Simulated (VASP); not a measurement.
# SiC (P6_3mc) in VASP: notebook

The runs below take SiC through relaxation of cell and atoms, with RPBE, PBEsol, r2SCAN, r2SCAN+rVV10.

Program: VASP 6.6.1. These are calculated values, not measurements. Logs are shortened: lines on timing, memory, paths and dates and some standing lists are left out, and cuts for length are marked.

### 1 The cell of the first run

The structure is hexagonal, space group P6_3mc (No. 186). Conventional cell: a = 3.076 Å, b = 3.076 Å, c = 5.048 Å, α = 90.00°, β = 90.00°, γ = 120.00°. Si (site symmetry 3m) has 4 C at 1.87 to 1.94 Å within 2.5 Å. Within 2.5 Å of C (site symmetry 3m) lie 4 Si at 1.87 to 1.94 Å.

### 2 Relaxation of cell and atoms, RPBE

File INCAR:

```
  ALGO = Normal
  EDIFF = 1E-7
  EDIFFG = -0.02
  ENCUT = 600
  GGA = RP
  IBRION = 2
  ISIF = 3
  ISMEAR = 0
  LASPH = True
  LCHARG = False
  LREAL = False
  LWAVE = False
  NELM = 80
  NSW = 80
  PREC = Accurate
  SIGMA = 0.01
```

File KPOINTS:

```
k-points
0
Gamma
  6 6 4
```

File POSCAR:

```
SiC
1.0
    3.0760000000      0.0000000000      0.0000000000
   -1.5380000000      2.6638940000      0.0000000000
    0.0000000000      0.0000000000      5.0480000000
Si C
2 2
Direct
    0.3333333333      0.6666666667      0.0000000000
    0.6666666667      0.3333333333      0.5000000000
    0.3333333333      0.6666666667      0.3850000000
    0.6666666667      0.3333333333      0.8850000000
```

Potentials or basis: VASP PAW PBE potentials, release 64 (Si, C).

The run is started by

```sh
cat potpaw_PBE.64/Si/POTCAR potpaw_PBE.64/C/POTCAR > POTCAR
mpirun -np 1 vasp_std > vasp.out
```

OUTCAR:

```text
EDIFF = 1E-7
   EDIFFG = -0.02
   ENCUT = 600
   GGA = RP
   IBRION = 2
   ISIF = 3
   ISMEAR = 0
   LASPH = True
   LREAL = False
   NELM = 80
   NSW = 80
   PREC = Accurate

 ion  position               nearest neighbor table
   1  0.333  0.667  0.000-   4 1.87   4 1.87   4 1.87   3 1.94   2 3.09   2 3.09   2 3.09   2 3.09
                             2 3.09   2 3.09
   2  0.667  0.333  0.500-   3 1.87   3 1.87   3 1.87   4 1.94   1 3.09   1 3.09   1 3.09   1 3.09
                             1 3.09   1 3.09
   3  0.333  0.667  0.385-   2 1.87   2 1.87   2 1.87   1 1.94
   4  0.667  0.333  0.885-   1 1.87   1 1.87   1 1.87   2 1.94

  LATTYP: Found a hexagonal cell.
 ALAT       =     3.0760000000
 C/A-ratio  =     1.6410923277

  Lattice vectors:

 A1 = (   3.0760000000,   0.0000000000,   0.0000000000)
 A2 = (  -1.5380000000,   2.6638940000,   0.0000000000)
 A3 = (   0.0000000000,   0.0000000000,   5.0480000000)

Analysis of symmetry for initial positions (statically):
=====================================================================
 Subroutine PRICEL returns:
 Original cell was already a primitive cell.

 Routine SETGRP: Setting up the symmetry group for a
 hexagonal supercell.

 Subroutine GETGRP returns: Found 12 space group operations
 (whereof  6 operations were pure point group operations)
 out of a pool of 24 trial point group operations.

The static configuration has the point symmetry C_3v.
 The point group associated with its full space group is C_6v.

Analysis of symmetry for dynamics (positions and initial velocities):
=====================================================================
 Subroutine PRICEL returns:
 Original cell was already a primitive cell.

 Routine SETGRP: Setting up the symmetry group for a
 hexagonal supercell.

 Subroutine GETGRP returns: Found 12 space group operations
 (whereof  6 operations were pure point group operations)
 out of a pool of 24 trial point group operations.

The dynamic configuration has the point symmetry C_3v.
 The point group associated with its full space group is C_6v.

 Subroutine INISYM returns: Found 12 space group operations
 (whereof  6 operations are pure point group operations),
 and found     1 'primitive' translations

----------------------------------------------------------------------------------------

                                     Primitive cell

  volume of cell :      41.3640

  direct lattice vectors                    reciprocal lattice vectors
     3.076000000  0.000000000  0.000000000     0.325097529  0.187695156  0.000000000
    -1.538000000  2.663894000  0.000000000     0.000000000  0.375390312  0.000000000
     0.000000000  0.000000000  5.048000000     0.000000000  0.000000000  0.198098257

  length of vectors
     3.076000000  3.075999877  5.048000000     0.375390297  0.375390312  0.198098257

  position of ions in fractional coordinates (direct lattice)
     0.333333333  0.666666667  0.000000000
     0.666666667  0.333333333  0.500000000
     0.333333333  0.666666667  0.385000000
     0.666666667  0.333333333  0.885000000

  ion indices of the primitive-cell ions
   primitive index   ion index
                 1           1
                 2           2
                 3           3
                 4           4

----------------------------------------------------------------------------------------

 KPOINTS: k-points

Automatic generation of k-mesh.
 Grid dimensions read from file:
 generate k-points for:    6    6    4

 Generating k-lattice:

  Cartesian coordinates                     Fractional coordinates (reciprocal lattice)
     0.054182922  0.031282526  0.000000000     0.166666667  0.000000000  0.000000000
     0.000000000  0.062565052  0.000000000     0.000000000  0.166666667  0.000000000
     0.000000000  0.000000000  0.049524564     0.000000000  0.000000000  0.250000000

  Length of vectors
     0.062565050  0.062565052  0.049524564

  Shift w.r.t. Gamma in fractional coordinates (k-lattice)
     0.000000000  0.000000000  0.000000000

 Subroutine IBZKPT returns following result:
 ===========================================

 Found     21 irreducible k-points:

 Following reciprocal coordinates:
            Coordinates               Weight
  0.000000  0.000000  0.000000      1.000000
  0.166667 -0.000000  0.000000      6.000000
  0.333333  0.000000  0.000000      6.000000
  0.500000  0.000000  0.000000      3.000000
  0.166667  0.166667  0.000000      6.000000
  0.333333  0.166667  0.000000     12.000000
[... 13 lines left out ...]
  0.333333  0.166667  0.500000     12.000000
  0.333333  0.333333  0.500000      2.000000
   k-points           NKPTS =     21   k-points in BZ     NKDIM =     21   number of bands    NBANDS=     12
   number of dos      NEDOS =    301   number of ions     NIONS =      4
   total plane-waves  NPLWV =  31360
   dimension x,y,z NGX =    28 NGY =   28 NGZ =   40
   dimension x,y,z NGXF=    56 NGYF=   56 NGZF=   80
   ions per type =               2   2
   NGX,Y,Z   is equivalent  to a cutoff of  15.13, 15.13, 13.17 a.u.
   NGXF,Y,Z  is equivalent  to a cutoff of  30.27, 30.27, 26.35 a.u.
 SYSTEM =  unknown system
   PREC   = accura    normal or accurate (medium, high low for compatibility)
   ISTART =      0    job   : 0-new  1-cont  2-samecut
   ICHARG =      2    charge: 1-file 2-atom 10-const
   ISPIN  =      1    spin polarized calculation?
   LNONCOLLINEAR =      F non collinear calculations
   LSORBIT =      F    spin-orbit coupling
   LASPH  =      T    aspherical Exc in radial PAW
   ENCUT  =  600.0 eV  44.10 Ry    6.64 a.u.   6.14  6.14 10.08*2*pi/ulx,y,z
   NELM   =     80;   NELMIN=  2; NELMDL= -5     # of ELM steps
   EDIFF  = 0.1E-06   stopping-criterion for ELM
   LREAL  =      F    real-space projection
   EDIFFG = -.2E-01   stopping-criterion for IOM
   NSW    =     80    number of steps for IOM
   IBRION =      2    ionic relax: 0-MD 1-quasi-New 2-CG
   NFREE  =      1    steps in history (QN), initial steepest desc. (CG)
   ISIF   =      3    stress and relaxation
   ISYM   =      2    0-nonsym 1-usesym 2-fastsym
   POTIM  = 0.5000    time-step for ionic-motion
   TEBEG  =    0.0;   TEEND  =   0.0 temperature during run
   PSTRESS=    0.0 pullay stress
   NELECT =      16.0000    total number of electrons
   NUPDOWN=      -1.0000    fix difference up-down
   EMIN   =  10.00;   EMAX   =-10.00  energy-range for DOS
   EFERMI =   0.00;   METHOD = LEGACY
   ISMEAR =     0;   SIGMA  =   0.01  broadening in eV -4-tet -1-fermi 0-gaus
   EFERMI_NEDOS =   21; number of points for ismear=-14 and -15
   IALGO  =     38    algorithm
   IMIX   =      4    mixing-type and parameters
     AMIX     =   0.40;   BMIX     =  1.00
     AMIX_MAG =   1.60;   BMIX_MAG =  1.00
  volume/ion in A,a.u.               =      10.34        69.78
  Fermi-wavevector in a.u.,A,eV,Ry     =   1.192817  2.254098 19.358550  1.422813
  Thomas-Fermi vector in A             =   2.328847
   LORBIT       =      0    0 simple, 1 ext, 2 COOP (PROOUT), +10 PAW based schemes
   GGA     = RP    functional components
   LHFCALC =     F    Hartree Fock is set to
   AEXX    =    0.0000 exact exchange contribution
   IVDW    =     0    specifies the selected vdW correction
   LEPSILON=     F    determine dielectric tensor
   LRPA    =     F    only Hartree local field effects (RPA)
 conjugate gradient relaxation of ions
 non-spin polarized calculation
 Gauss-broadening in eV      SIGMA  =   0.01
  energy-cutoff  :      600.00
  volume of cell :       41.36
 maximum number of plane-waves:      1404
 NGX is ok and might be reduce to    28
   NGX = 13   NGY = 13   NGZ = 21

--------------------------------------- Ionic step        1  -------------------------------------------

 number of electron      16.0000001 magnetization

 Free energy of the ion-electron system (eV)
  ---------------------------------------------------
  ext. energy  EPLUGINS =         0.00000000
  ---------------------------------------------------
  free energy    TOTEN  =       -28.57277140 eV

  energy without entropy =      -28.57277140  energy(sigma->0) =      -28.57277140

------------------------ aborting loop because EDIFF is reached ----------------------------------------

  FORCE on cell =-STRESS in cart. coord.  units (eV):
  Direction    XX          YY          ZZ          XY          YZ          ZX
  --------------------------------------------------------------------------------------
  -------------------------------------------------------------------------------------
  Total        2.0810641      2.0810638      0.7017361      0.0000000     -0.0000000      0.0000000
  in kB       80.6071221     80.6071135     27.1807716      0.0000000     -0.0000000      0.0000000
  external PRESSURE =      62.7983357 kB  Pullay stress =       0.0000000 kB
[... 137 lines left out ...]
  energy  without entropy=      -28.6296331841  energy(sigma->0) =      -28.62963318

--------------------------------------- Ionic step        5  -------------------------------------------

 number of electron      16.0000000 magnetization

 Free energy of the ion-electron system (eV)
  ---------------------------------------------------
  ext. energy  EPLUGINS =         0.00000000
  ---------------------------------------------------
  free energy    TOTEN  =       -28.62966327 eV

  energy without entropy =      -28.62966327  energy(sigma->0) =      -28.62966327

 E-fermi :   8.0973     XC(G=0): -11.1556

 val. band max:        8.0294957176   @ k =   0.0000   0.0000   0.0000
 cond. band min:      10.4027530334   @ k =   0.3333   0.3333   0.0000
 fundamental gap:      2.3732573159
 Fermi energy:         8.0972900705

 k-point     1 :       0.0000    0.0000    0.0000
  band No.  band energies     occupation
      1      -7.3318      2.00000
      2      -3.8853      2.00000
      3      -0.4848      2.00000
      4       6.7278      2.00000
      5       6.7278      2.00000
      6       7.9295      2.00000
      7       8.0295      2.00000
      8       8.0295      2.00000
      9      12.6247      0.00000
     10      13.9721      0.00000
     11      14.5662      0.00000
     12      14.5662      0.00000
[... 329 lines left out ...]
  FREE ENERGIE OF THE ION-ELECTRON SYSTEM (eV)
  ---------------------------------------------------
  free  energy   TOTEN  =       -28.6296632679 eV

  energy  without entropy=      -28.6296632679  energy(sigma->0) =      -28.62966327

 reached required accuracy - stopping structural energy minimisation
```

Wall time 29 s (1 thread of Intel Xeon Platinum 8559C (Emerald Rapids), shared host); peak memory 0.17 GiB.

Results:

```yaml
Free_energy: -28.6297 eV
Relaxed_volume: 10.64 Å³/atom
Relaxed_cell: a = 3.106 Å, b = 3.106 Å, c = 5.094 Å, α = 90.00°, β = 90.00°, γ = 120.00°
Space_group_after_relaxing_to_0.1_Å: P6_3mc (No. 186)
Energy_gained_by_relaxing: 14.2 meV/atom
Ionic_steps: 5
Pressure_after_relaxing: -0.2 GPa
Largest_force_after_relaxing: 0.004 eV/Å
Band_gap_on_the_k_mesh: 2.37 eV (least direct gap 3.95 eV)
```

Forces on the atoms (eV/Å):
```
Si   0.000  0.000 -0.004
Si   0.000  0.000 -0.004
C    0.000  0.000  0.004
C    0.000  0.000  0.004
```

Step by step:
```csv
step,energy change (eV),largest force (eV/Å),pressure (GPa),volume (Å³)
1,0.0000,0.7510,6.28,41.36
2,-0.0006,0.6136,-5.66,43.83
3,-0.0539,0.0876,-0.32,42.58
4,-0.0569,0.0132,-0.16,42.56
5,-0.0569,0.0038,-0.18,42.56
```

Final structure:
```
Si C
1.0
     3.10588    0.00000    0.00000
    -1.55294    2.68977    0.00000
     0.00000    0.00000    5.09426
Si C
2 2
Direct
  0.33333 0.66667 0.00452
  0.66667 0.33333 0.50452
  0.33333 0.66667 0.38048
  0.66667 0.33333 0.88048
```

Caveat: the PAW data sets were made with another functional, which shifts forces and pressure a little. Zero-point motion and thermal expansion aren't in these numbers.

### 3 Relaxation of cell and atoms, PBEsol

File INCAR:

```
PREC = Accurate ; ENCUT = 600
EDIFF = 1E-6 ; ISMEAR = 0
SIGMA = 0.01 ; LREAL = False
LASPH = True ; NELM = 100
ALGO = Normal ; ISIF = 3
LWAVE = False ; LCHARG = False
GGA = PS ; IBRION = 2
NSW = 80 ; EDIFFG = -0.02
```

File KPOINTS:

```
Automatic mesh
0
Gamma
  6 6 4
```

POSCAR is that of step 2.

Potentials or basis: VASP PAW PBE potentials, release 64 (Si, C).

The run is started by

```sh
cat potpaw_PBE.64/Si/POTCAR potpaw_PBE.64/C/POTCAR > POTCAR
mpirun -np 1 vasp_std > vasp.out
```

Run time: 25 s. Hardware: 1 thread of Intel Xeon Platinum 8559C (Emerald Rapids), shared host; peak memory 0.17 GiB.

It converged, with:

| Item | Value |
| --- | --- |
| Free energy | -31.8134 eV |
| Energy gained by relaxing | 8.8 meV/atom |
| Ionic steps | 5 |
| Pressure after relaxing | 0.2 GPa |
| Largest force after relaxing | 0.004 eV/Å |
| Band gap on the k mesh | 2.12 eV (least direct gap 3.84 eV) |

Forces on the atoms (eV/Å):
```
Si   0.000  0.000 -0.004
Si   0.000  0.000 -0.004
C    0.000  0.000  0.004
C    0.000  0.000  0.004
```

Stress tensor (GPa, compression positive):
```
0.15 0.00 0.00
0.00 0.15 0.00
0.00 0.00 0.29
```

The path:
```tsv
step	energy change (eV)	largest force (eV/Å)	pressure (GPa)	volume (Å³)
1	0.0000	0.7428	0.48	41.36
2	-0.0021	0.6778	-0.52	41.55
3	-0.0324	0.0722	-0.33	41.46
4	-0.0353	0.0145	0.27	41.35
5	-0.0354	0.0038	0.20	41.37
```

Final structure:
```cif
data_structure
_symmetry_space_group_name_H-M 'P 1'
_symmetry_Int_Tables_number 1
_cell_length_a 3.0768
_cell_length_b 3.0768
_cell_length_c 5.0457
_cell_angle_alpha 90.000
_cell_angle_beta 90.000
_cell_angle_gamma 120.000
_cell_volume 41.37
loop_
_atom_site_label
_atom_site_type_symbol
_atom_site_fract_x
_atom_site_fract_y
_atom_site_fract_z
_atom_site_occupancy
Si1 Si 0.33333 0.66667 0.00453 1
Si2 Si 0.66667 0.33333 0.50453 1
C1 C 0.33333 0.66667 0.38047 1
C2 C 0.66667 0.33333 0.88047 1
```

Levels at points of the mesh, in eV from the valence-band top:
| k point | band 4 | band 5 | band 6 | band 7 | band 8 | band 9 | band 10 | band 11 | band 12 |
| --- | --- | --- | --- | --- | --- | --- | --- | --- | --- |
| (0.00, 0.00, 0.00) | -1.33 | -1.33 | -0.10 | 0.00 | 0.00 | 4.73 | 6.16 | 6.59 | 6.59 |
| (0.50, 0.00, 0.00) | -6.31 | -5.47 | -3.35 | -3.34 | -1.20 | 2.65 | 4.13 | 6.80 | 7.04 |
| (0.00, 0.00, 0.50) | -4.46 | -0.72 | -0.72 | -0.72 | -0.72 | 5.82 | 5.82 | 7.27 | 7.27 |
| (0.50, 0.00, 0.50) | -8.31 | -2.46 | -2.46 | -2.34 | -2.34 | 3.17 | 3.17 | 5.16 | 5.16 |

Caveat: the PAW data sets were made with another functional, which shifts forces and pressure a little. A k mesh can miss the band edges.

### 4 Relaxation of cell and atoms, r2SCAN

POSCAR is that of step 3.

File INCAR.step1:

```
PREC     = Accurate       # precision mode
ENCUT    = 600            # plane-wave cutoff, eV
ISMEAR   = 0              # smearing method
SIGMA    = 0.01           # smearing width, eV
LREAL    = False          # projectors in reciprocal space
LASPH    = True           # aspherical terms in the spheres
NELM     = 80             # most SCF steps
GGA      = PE             # functional
ALGO     = Normal         # electronic algorithm
EDIFF    = 1E-4           # SCF threshold, eV
LWAVE    = True           # write WAVECAR
LCHARG   = False          # write CHGCAR
```

File INCAR.step2:

```
PREC     = Accurate       # precision mode
ENCUT    = 600            # plane-wave cutoff, eV
EDIFF    = 1E-7           # SCF threshold, eV
ISMEAR   = 0              # smearing method
SIGMA    = 0.01           # smearing width, eV
LREAL    = False          # projectors in reciprocal space
LASPH    = True           # aspherical terms in the spheres
NELM     = 80             # most SCF steps
ALGO     = Normal         # electronic algorithm
ISIF     = 3              # what is computed and relaxed
LWAVE    = False          # write WAVECAR
LCHARG   = False          # write CHGCAR
METAGGA  = R2SCAN         # meta-GGA
LMIXTAU  = True         
IBRION   = 2              # ionic algorithm
NSW      = 80             # ionic steps
EDIFFG   = -0.02          # ionic threshold
ISTART   = 1
```

KPOINTS is that of step 3.

The run is started by

```sh
cat potpaw_PBE.64/Si/POTCAR potpaw_PBE.64/C/POTCAR > POTCAR
cp INCAR.step1 INCAR
mpirun -np 1 vasp_std > vasp.out
cp INCAR.step2 INCAR
mpirun -np 1 vasp_std > vasp.out
```

Wall time 2.5 min (1 thread of Intel Xeon Platinum 8559C (Emerald Rapids), shared host); peak memory 0.17 GiB.

Results (log left out):

```yaml
Free_energy: -38.6325 eV
Relaxed_volume: 10.31 Å³/atom
Relaxed_cell: a = 3.073 Å, b = 3.073 Å, c = 5.043 Å, α = 90.00°, β = 90.00°, γ = 120.00°
Space_group_after_relaxing_to_0.1_Å: P6_3mc (No. 186)
Energy_gained_by_relaxing: 9.1 meV/atom
Ionic_steps: 5
Pressure_after_relaxing: 0.2 GPa
Band_gap_on_the_k_mesh: 2.66 eV (least direct gap 4.49 eV)
```

Step by step:
```
step  energy change (eV)  largest force (eV/Å)  pressure (GPa)  volume (Å³)
   1              0.0000                0.7640           -0.18        41.36
   2             -0.0055                0.6933            0.17        41.29
   3             -0.0339                0.0565           -0.26        41.33
   4             -0.0362                0.0158            0.30        41.23
   5             -0.0364                0.0014            0.16        41.25
```

Final structure:
```
CELL_PARAMETERS angstrom
3.07343 0.00000 0.00000
-1.53671 2.66167 0.00000
0.00000 0.00000 5.04293
ATOMIC_POSITIONS crystal
Si 0.33333 0.66667 0.00454
Si 0.66667 0.33333 0.50454
C 0.33333 0.66667 0.38046
C 0.66667 0.33333 0.88046
```

Levels at points of the mesh, in eV from the valence-band top:
| k point | band 6 | band 7 | band 8 | band 9 | band 10 | band 11 |
| --- | --- | --- | --- | --- | --- | --- |
| (0.00, 0.00, 0.00) | -0.10 | 0.00 | 0.00 | 5.39 | 6.81 | 7.20 |
| (0.50, 0.00, 0.00) | -3.48 | -3.36 | -1.26 | 3.23 | 4.67 | 7.49 |
| (0.00, 0.00, 0.50) | -0.75 | -0.75 | -0.75 | 6.52 | 6.52 | 7.90 |
| (0.50, 0.00, 0.50) | -2.56 | -2.44 | -2.44 | 3.73 | 3.73 | 5.81 |

Caveat: the PAW data sets were made with another functional, which shifts forces and pressure a little.

(Continued in part 2 of 2.)
